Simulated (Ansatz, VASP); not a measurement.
**One calculation of InSe, two programs**

Contents of INCAR:

```
PREC = Accurate
ENCUT = 520
EDIFF = 1E-7
ISMEAR = 0
SIGMA = 0.05
LREAL = False
LASPH = True
NELM = 60
ALGO = Normal
ISIF = 2
LWAVE = False
LCHARG = False
LDIPOL = True
IDIPOL = 3
DIPOL = 0.5 0.5 0.500
GGA = PE
IVDW = 12
IBRION = 2
NSW = 60
EDIFFG = -0.04
LUSENCCL = False
```

Contents of KPOINTS:

```
Automatic mesh
0
Gamma
  9 9 1
```

The input POSCAR:

```
InSe
1.0
    4.0318505824      0.0000000000      0.0000000000
   -2.0159252912      3.4916850287      0.0000000000
    0.0000000000      0.0000000000     23.3792889443
Se In
2 2
Direct
    0.3333333333      0.6666666667      0.3849561046
    0.3333333333      0.6666666667      0.6150438954
    0.0000000000      0.0000000000      0.4402649226
    0.0000000000      0.0000000000      0.5597350097
```

Input for Ansatz:

```yaml
crystal:
  lattice:
    - [4.0318505824, 0.0, 0.0]
    - [-2.0159252912, 3.4916850287, 0.0]
    - [0.0, 0.0, 23.3792889443]
  atoms:
    - { symbol: Se, position: [0.3333333333, 0.6666666667, 0.3849561046] }
    - { symbol: In, position: [0.0, 0.0, 0.4402649226] }
    - { symbol: In, position: [0.0, 0.0, 0.5597350097] }
    - { symbol: Se, position: [0.3333333333, 0.6666666667, 0.6150438954] }
basis:
  ecutwfc: 420.0
  fft_grid_basis: typed
kpoints:
  mp_grid: { grid: [9, 9, 1] }
hamiltonian:
  xc: pbe
  dispersion: d3bj
scf:
  occupations: { method: gaussian, width: 0.05 }
output:
  forces: true
  eigenvalues: true
efield:
  axis: 3
  dipole_correction: true
  ramp_width: 0.04
relax:
  adjacent_minimum: "off"
  f_tol: 0.04
  max_steps: 40
```

Alike in both runs: task relaxation of the atoms; functional PBE; dispersion D3(BJ); k mesh 9 × 9 × 1; occupations gaussian, width 0.05 eV; no spin polarisation.

|  | VASP | Ansatz |
| --- | --- | --- |
| version | VASP 6.6.1 | Ansatz 0.2.0 |
| potentials or method | VASP PAW PBE potentials, release 64 (Se, In_d), cutoff 520 eV | scalar-relativistic, plane waves, PAW |
| valence electrons in the cell | 38 | 58 |

VASP gave:

| Item | Value |
| --- | --- |
| gap on the k mesh at the Fermi level, each at its own relaxed structure (eV) | 1.60 |

Task: What did Ansatz give for the same quantities?

Result: gap on the k mesh at the Fermi level, each at its own relaxed structure (eV): 1.62.

VASP's potentials hold 38 valence electrons a cell and Ansatz's 58, so a difference there can come from the potentials and not from the codes.

Noted on VASP's run: the relaxation stopped at its first step, so nothing moved.
